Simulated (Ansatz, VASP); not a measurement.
**Two plane-wave programs on MgO**

Contents of INCAR:

```
SYSTEM = MgO
ALGO = Normal ; EDIFF = 1E-6
ENCUT = 520 ; GGA = PE
ISIF = 2 ; ISMEAR = 0
LASPH = .True. ; LCHARG = .False.
LREAL = .False. ; LWAVE = .False.
NBANDS = 26 ; NELM = 80
PREC = Accurate ; SIGMA = 0.1
```

The input KPOINTS:

```
k-points
0
Gamma
  4 4 2
  0 0 0
```

Contents of POSCAR:

```
MgO
1.0
   -1.6575392538      2.8709422032      0.0000000000
    0.0000000000      0.0000000000      5.1182377532
    4.9726177615      2.8709422032      0.0000000000
Mg O
4 4
Direct
    0.5000000000      0.0061939067      0.1666666667
    1.0000000000      0.0061939067      0.6666666667
    1.0000000000      0.5061939067      0.3333333333
    0.5000000000      0.5061939067      0.8333333333
    0.5000000000      0.3984060833      0.1666666667
    1.0000000000      0.3984060833      0.6666666667
    1.0000000000      0.8984060833      0.3333333333
    0.5000000000      0.8984060833      0.8333333333
```

Input for Ansatz:

```yaml
crystal:
  lattice:
    - [-1.6575392538, 2.8709422032, 0.0]
    - [0.0, 0.0, 5.1182377532]
    - [4.9726177615, 2.8709422032, 0.0]
  atoms:
    - { symbol: Mg, position: [0.5, 0.0061939067, 0.1666666667] }
    - { symbol: Mg, position: [1.0, 0.0061939067, 0.6666666667] }
    - { symbol: Mg, position: [1.0, 0.5061939067, 0.3333333333] }
    - { symbol: Mg, position: [0.5, 0.5061939067, 0.8333333333] }
    - { symbol: O, position: [0.5, 0.3984060833, 0.1666666667] }
    - { symbol: O, position: [1.0, 0.3984060833, 0.6666666667] }
    - { symbol: O, position: [1.0, 0.8984060833, 0.3333333333] }
    - { symbol: O, position: [0.5, 0.8984060833, 0.8333333333] }
basis:
  ecutwfc: 420
kpoints:
  mp_grid: { grid: [4, 4, 2] }
hamiltonian:
  xc: pbe
scf:
  occupations: { method: gaussian, width: 0.1 }
  lower_state_search: "off"
output:
  forces: true
  stress: true
  eigenvalues: true
```

Alike in both runs: task single point; functional PBE; k mesh 4 × 4 × 2; occupations gaussian, width 0.1 eV; no spin polarisation.

|  | VASP | Ansatz |
| --- | --- | --- |
| version | VASP 6.6.1 | Ansatz 0.2.0 |
| potentials or method | VASP PAW PBE potentials, release 64 (Mg, O), cutoff 520 eV | scalar-relativistic, plane waves, PAW |
| valence electrons in the cell | 32 | 64 |

Ansatz gave:

- gap on the k mesh at the Fermi level (eV): 3.41
- least direct gap on the mesh (eV): 3.41
- pressure (GPa): 0.0
- traceless stress, the component that is largest in VASP (GPa): -0.05

Question: Which values does VASP return?

Answer: gap on the k mesh at the Fermi level (eV): 3.39; least direct gap on the mesh (eV): 3.39; pressure (GPa): -0.4; traceless stress, the component that is largest in VASP (GPa): -0.03.

VASP's potentials hold 32 valence electrons a cell and Ansatz's 64, so a difference there can come from the potentials and not from the codes.

The k mesh is coarse, so the values compare programs but aren't converged.
